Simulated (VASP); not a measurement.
A run of VASP 6.6.1 is set up as follows.

The input INCAR:

```
SYSTEM = In
  PREC = Accurate
  ENCUT = 520
  EDIFF = 1E-6
  ISMEAR = -1
  SIGMA = 0.08
  LREAL = .FALSE.
  LASPH = .TRUE.
  NELM = 60
  ALGO = Normal
  ISIF = 2
  LWAVE = .FALSE.
  LCHARG = .FALSE.
  GGA = PE
  NBANDS = 26
```

Contents of KPOINTS:

```
regular mesh
0
G
  14 14 5
  0 0 0
```

Contents of POSCAR:

```
In
1.0
    0.0000000000      2.3961454330     -2.3961454330
   -2.3961454330      0.0000000000      2.3961454330
    4.7922908660      4.7922908660      4.7922908660
In
3
Direct
    0.0000000000      0.0000000000      0.0000000000
    0.3333333330      0.6666666670      0.3333333330
    0.6666666670      0.3333333330      0.6666666670
```

Potentials or basis: VASP PAW PBE potentials, release 64 (In_d).

Command:

```sh
$ cat potpaw_PBE.64/In_d/POTCAR > POTCAR
$ mpirun -np 1 vasp_std > vasp.out
```

Question: Estimate the band gap on the k mesh.

Answer: Zero (an odd number of electrons rules out a gap without spin polarisation).

Question: Predict the pressure.

Answer: -0.1 GPa.

Caveat: spin-orbit coupling is left out, which moves the levels of the heavy elements.
